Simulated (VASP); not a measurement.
# Nb (P6_3/mmc) in VASP: notebook

Runs on Nb. Level: RPBE. Tasks: single point.

All numbers are computed with VASP 6.6.1; they aren't measurements. Logs are shortened: lines on timing, memory, paths and dates and some standing lists are left out, and cuts for length are marked.

## Step 1: The cell of the first run

It takes space group P6_3/mmc (No. 194, hexagonal). The conventional cell has a = 2.805 Å, b = 2.805 Å, c = 10.269 Å, α = 90.00°, β = 90.00°, γ = 120.00°. Within 3.7 Å of Nb (site symmetry -3m) lie 12 Nb at 2.81 to 3.04 Å. Nb (site symmetry -6m2) has 12 Nb at 2.81 to 3.04 Å within 3.7 Å.

This isn't the form of Nb at room conditions, which is bcc.

## Step 2: Single point, RPBE (17.50 Å³/atom)

Contents of INCAR:

```
SYSTEM = Nb
ALGO = Normal ; EDIFF = 1E-6
ENCUT = 520 ; GGA = RP
ISIF = 2 ; ISMEAR = -1
LASPH = .TRUE. ; LCHARG = .FALSE.
LREAL = .FALSE. ; LWAVE = .FALSE.
NBANDS = 34 ; NELM = 100
PREC = Accurate ; SIGMA = 0.1
```

Contents of KPOINTS:

```
k-points
0
G
  14 14 4
  0 0 0
```

Contents of POSCAR:

```
Nb
1.0
    2.8053703065      0.0000000000      0.0000000000
   -1.4026851532      2.4295219524      0.0000000000
    0.0000000000      0.0000000000     10.2688456385
Nb
4
Direct
    0.0000000000      1.0000000000      1.0000000000
    0.0000000000      1.0000000000      0.5000000000
    0.3333333333      0.6666666667      0.2500000000
    0.6666666667      0.3333333333      0.7500000000
```

Potentials or basis: VASP PAW PBE potentials, release 64 (Nb_sv).

Launch:

```
$ cat potpaw_PBE.64/Nb_sv/POTCAR > POTCAR
$ mpirun -np 1 vasp_std > vasp.out
```

OUTCAR:

```text
SYSTEM = Nb
   EDIFF = 1E-6
   ENCUT = 520
   GGA = RP
   ISIF = 2
   ISMEAR = -1
   LASPH = .TRUE.
   LREAL = .FALSE.
   NELM = 100
   PREC = Accurate

 ion  position               nearest neighbor table
   1  0.000  0.000  0.000-   3 3.04   4 3.04   3 3.04   4 3.04   4 3.04   3 3.04
   2  0.000  0.000  0.500-   3 3.04   4 3.04   3 3.04   4 3.04   4 3.04   3 3.04
   3  0.333  0.667  0.250-   1 3.04   2 3.04   1 3.04   2 3.04   1 3.04   2 3.04
   4  0.667  0.333  0.750-   1 3.04   2 3.04   1 3.04   2 3.04   1 3.04   2 3.04

  LATTYP: Found a hexagonal cell.
 ALAT       =     2.8053703065
 C/A-ratio  =     3.6604242993

  Lattice vectors:

 A1 = (   2.8053703065,   0.0000000000,   0.0000000000)
 A2 = (  -1.4026851532,   2.4295219524,   0.0000000000)
 A3 = (   0.0000000000,   0.0000000000,  10.2688456385)

Analysis of symmetry for initial positions (statically):
=====================================================================
 Subroutine PRICEL returns:
 Original cell was already a primitive cell.

 Routine SETGRP: Setting up the symmetry group for a
 hexagonal supercell.

 Subroutine GETGRP returns: Found 24 space group operations
 (whereof 12 operations were pure point group operations)
 out of a pool of 24 trial point group operations.

The static configuration has the point symmetry D_3d.
 The point group associated with its full space group is D_6h.

Analysis of symmetry for dynamics (positions and initial velocities):
=====================================================================
 Subroutine PRICEL returns:
 Original cell was already a primitive cell.

 Routine SETGRP: Setting up the symmetry group for a
 hexagonal supercell.

 Subroutine GETGRP returns: Found 24 space group operations
 (whereof 12 operations were pure point group operations)
 out of a pool of 24 trial point group operations.

The dynamic configuration has the point symmetry D_3d.
 The point group associated with its full space group is D_6h.

 Subroutine INISYM returns: Found 24 space group operations
 (whereof 12 operations are pure point group operations),
 and found     1 'primitive' translations

----------------------------------------------------------------------------------------

                                     Primitive cell

  volume of cell :      69.9895

  direct lattice vectors                    reciprocal lattice vectors
     2.805370306  0.000000000  0.000000000     0.356459180  0.205801804  0.000000000
    -1.402685153  2.429521952  0.000000000     0.000000000  0.411603607  0.000000000
     0.000000000  0.000000000 10.268845639     0.000000000  0.000000000  0.097381929

  length of vectors
     2.805370306  2.805370306 10.268845639     0.411603607  0.411603607  0.097381929

  position of ions in fractional coordinates (direct lattice)
     0.000000000  0.000000000  0.000000000
     0.000000000  0.000000000  0.500000000
     0.333333333  0.666666667  0.250000000
     0.666666667  0.333333333  0.750000000

  ion indices of the primitive-cell ions
   primitive index   ion index
                 1           1
                 2           2
                 3           3
                 4           4

----------------------------------------------------------------------------------------

 KPOINTS: k-points

Automatic generation of k-mesh.
 Grid dimensions read from file:
 generate k-points for:   14   14    4

 Generating k-lattice:

  Cartesian coordinates                     Fractional coordinates (reciprocal lattice)
     0.025461370  0.014700129  0.000000000     0.071428571  0.000000000  0.000000000
     0.000000000  0.029400258  0.000000000     0.000000000  0.071428571  0.000000000
     0.000000000  0.000000000  0.024345482     0.000000000  0.000000000  0.250000000

  Length of vectors
     0.029400258  0.029400258  0.024345482

  Shift w.r.t. Gamma in fractional coordinates (k-lattice)
     0.000000000  0.000000000  0.000000000

 Subroutine IBZKPT returns following result:
 ===========================================

 Found     72 irreducible k-points:

 Following reciprocal coordinates:
            Coordinates               Weight
  0.000000  0.000000  0.000000      1.000000
  0.071429  0.000000  0.000000      6.000000
  0.142857  0.000000  0.000000      6.000000
  0.214286 -0.000000  0.000000      6.000000
  0.285714 -0.000000  0.000000      6.000000
  0.357143  0.000000  0.000000      6.000000
[... 16 lines left out ...]
  0.285714  0.285714  0.000000      6.000000
  0.357143  0.285714  0.000000      6.000000
 [... further k-points ...]
   k-points           NKPTS =     72   k-points in BZ     NKDIM =     72   number of bands    NBANDS=     34
   number of dos      NEDOS =    301   number of ions     NIONS =      4
   total plane-waves  NPLWV =  46080
   dimension x,y,z NGX =    24 NGY =   24 NGZ =   80
   dimension x,y,z NGXF=    48 NGYF=   48 NGZF=  160
   ions per type =               4
   NGX,Y,Z   is equivalent  to a cutoff of  14.22, 14.22, 12.95 a.u.
   NGXF,Y,Z  is equivalent  to a cutoff of  28.44, 28.44, 25.90 a.u.
 SYSTEM =  Nb
   PREC   = accura    normal or accurate (medium, high low for compatibility)
   ISTART =      0    job   : 0-new  1-cont  2-samecut
   ICHARG =      2    charge: 1-file 2-atom 10-const
   ISPIN  =      1    spin polarized calculation?
   LNONCOLLINEAR =      F non collinear calculations
   LSORBIT =      F    spin-orbit coupling
   LASPH  =      T    aspherical Exc in radial PAW
   ENCUT  =  520.0 eV  38.22 Ry    6.18 a.u.   5.22  5.22 19.09*2*pi/ulx,y,z
   NELM   =    100;   NELMIN=  2; NELMDL= -5     # of ELM steps
   EDIFF  = 0.1E-05   stopping-criterion for ELM
   LREAL  =      F    real-space projection
[... 7 lines left out ...]
   TEBEG  =    0.0;   TEEND  =   0.0 temperature during run
   PSTRESS=    0.0 pullay stress
   NELECT =      52.0000    total number of electrons
   NUPDOWN=      -1.0000    fix difference up-down
   EMIN   =  10.00;   EMAX   =-10.00  energy-range for DOS
   EFERMI =   0.00;   METHOD = LEGACY
   ISMEAR =    -1;   SIGMA  =   0.10  broadening in eV -4-tet -1-fermi 0-gaus
   EFERMI_NEDOS =   21; number of points for ismear=-14 and -15
   IALGO  =     38    algorithm
   IMIX   =      4    mixing-type and parameters
     AMIX     =   0.40;   BMIX     =  1.00
     AMIX_MAG =   1.60;   BMIX_MAG =  1.00
  volume/ion in A,a.u.               =      17.50       118.08
  Fermi-wavevector in a.u.,A,eV,Ry     =   1.482740  2.801973 29.912660  2.198519
  Thomas-Fermi vector in A             =   2.596489
   LORBIT       =      0    0 simple, 1 ext, 2 COOP (PROOUT), +10 PAW based schemes
   GGA     = RP    functional components
   LHFCALC =     F    Hartree Fock is set to
   AEXX    =    0.0000 exact exchange contribution
   IVDW    =     0    specifies the selected vdW correction
   LEPSILON=     F    determine dielectric tensor
   LRPA    =     F    only Hartree local field effects (RPA)
 non-spin polarized calculation
  energy-cutoff  :      520.00
  volume of cell :       69.99
 maximum number of plane-waves:      1916
 NGX is ok and might be reduce to    24
   NGX = 11   NGY = 11   NGZ = 39

 number of electron      51.9999999 magnetization

 Free energy of the ion-electron system (eV)
  ---------------------------------------------------
  ext. energy  EPLUGINS =         0.00000000
  ---------------------------------------------------
  free energy    TOTEN  =       -37.51702505 eV

  energy without entropy =      -37.35044399  energy(sigma->0) =      -37.43373452

 E-fermi :  12.0156     XC(G=0): -12.5700

 val. band max:       12.0072676509   @ k =   0.2857   0.2857   0.2500
 cond. band min:      12.0174984036   @ k =   0.1429   0.0000   0.0000
 fundamental gap:      0.0102307526
 Fermi energy:        12.0156067177

 k-point     1 :       0.0000    0.0000    0.0000
  band No.  band energies     occupation
      1     -42.6804      2.00000
      2     -42.6123      2.00000
      3     -42.5875      2.00000
      4     -42.5179      2.00000
      5     -19.2590      2.00000
      6     -18.7212      2.00000
[... 26 lines left out ...]
     33      14.9681      0.00000
     34      14.9765      0.00000

 k-point     2 :       0.0714    0.0000    0.0000
  band No.  band energies     occupation
      1     -42.6661      2.00000
      2     -42.5997      2.00000
      3     -42.5748      2.00000
      4     -42.5070      2.00000
      5     -19.2347      2.00000
      6     -18.7134      2.00000
[... 26 lines left out ...]
     33      14.6163      0.00000
     34      14.7711      0.00000

 k-point     3 :       0.1429    0.0000    0.0000
  band No.  band energies     occupation
      1     -42.6256      2.00000
      2     -42.5641      2.00000
      3     -42.5392      2.00000
      4     -42.4765      2.00000
      5     -19.1646      2.00000
      6     -18.6990      2.00000
[... 26 lines left out ...]
     33      13.8810      0.00000
     34      14.3639      0.00000

 k-point     4 :       0.2143   -0.0000    0.0000
  band No.  band energies     occupation
      1     -42.5658      2.00000
      2     -42.5122      2.00000
      3     -42.4873      2.00000
      4     -42.4328      2.00000
      5     -19.0583      2.00000
      6     -18.7298      2.00000
[... 26 lines left out ...]
     33      14.1661      0.00000
     34      14.2266      0.00000

 k-point     5 :       0.2857   -0.0000    0.0000
  band No.  band energies     occupation
      1     -42.4971      2.00000
      2     -42.4539      2.00000
      3     -42.4290      2.00000
      4     -42.3851      2.00000
      5     -18.9699      2.00000
      6     -18.9360      2.00000
[... 621 lines left out ...]
 k-point    22 :       0.3571    0.2143    0.0000
  band No.  band energies     occupation
      1     -42.3385      2.00000
      2     -42.3302      2.00000
      3     -42.3053      2.00000
      4     -42.2970      2.00000
      5     -19.2705      2.00000
      6     -19.2456      2.00000
[... 26 lines left out ...]
     33      15.4023      0.00000
     34      16.2375      0.00000

 k-point    23 :       0.2857    0.2857    0.0000
  band No.  band energies     occupation
      1     -42.3343      2.00000
      2     -42.3273      2.00000
      3     -42.3024      2.00000
      4     -42.2955      2.00000
      5     -19.1592      2.00000
      6     -19.1507      2.00000
[... 26 lines left out ...]
     33      14.9630      0.00000
     34      16.3623      0.00000

 k-point    24 :       0.3571    0.2857    0.0000
  band No.  band energies     occupation
      1     -42.3207      2.00000
      2     -42.3190      2.00000
      3     -42.2941      2.00000
      4     -42.2925      2.00000
      5     -19.1334      2.00000
      6     -19.1070      2.00000
[... 26 lines left out ...]
     33      15.4803      0.00000
     34      16.0175      0.00000

 [... further k-points ...]

------------------------ aborting loop because EDIFF is reached ----------------------------------------

  FORCE on cell =-STRESS in cart. coord.  units (eV):
  Direction    XX          YY          ZZ          XY          YZ          ZX
  --------------------------------------------------------------------------------------
  -------------------------------------------------------------------------------------
  Total        6.5798796      6.5798796      6.0320637      0.0000000      0.0000000      0.0000000
  in kB      150.6245907    150.6245907    138.0841572      0.0000000      0.0000000      0.0000000
  external PRESSURE =     146.4444462 kB  Pullay stress =       0.0000000 kB

 VOLUME and BASIS-vectors are now :
 -----------------------------------------------------------------------------
  energy-cutoff  :      520.00
  volume of cell :       69.99
      direct lattice vectors                 reciprocal lattice vectors
     2.805370306  0.000000000  0.000000000     0.356459180  0.205801804  0.000000000
    -1.402685153  2.429521952  0.000000000     0.000000000  0.411603607  0.000000000
     0.000000000  0.000000000 10.268845639     0.000000000  0.000000000  0.097381929

 POSITION                                       TOTAL-FORCE (eV/Angst)
 -----------------------------------------------------------------------------------
      0.00000      0.00000      0.00000         0.000000      0.000000     -0.000000
      0.00000      0.00000      5.13442         0.000000      0.000000     -0.000000
     -0.00000      1.61968      2.56721         0.000000     -0.000000     -0.000000
      1.40269      0.80984      7.70163        -0.000000      0.000000      0.000000
 -----------------------------------------------------------------------------------
    total drift:                               -0.000000      0.000000     -0.000000

  FREE ENERGIE OF THE ION-ELECTRON SYSTEM (eV)
  ---------------------------------------------------
  free  energy   TOTEN  =       -37.5170250512 eV

  energy  without entropy=      -37.3504439921  energy(sigma->0) =      -37.43373452
```

Wall time 78 s (1 thread of Intel Xeon 6975P-C (Granite Rapids), shared host); peak memory 0.27 GiB.

Results:

* Free energy: -37.5170 eV
* Pressure: 14.6 GPa
* Band gap on the k mesh: zero (bands 26 and 27 overlap by 1.69 eV)

Stress tensor (GPa, compression positive):
```
15.06  0.00  0.00
 0.00 15.06  0.00
 0.00  0.00 13.81
```

Caveat: the cell stands under pressure; the PAW data sets were made with another functional, which shifts forces and pressure a little.

(Continued in part 2 of 2.)
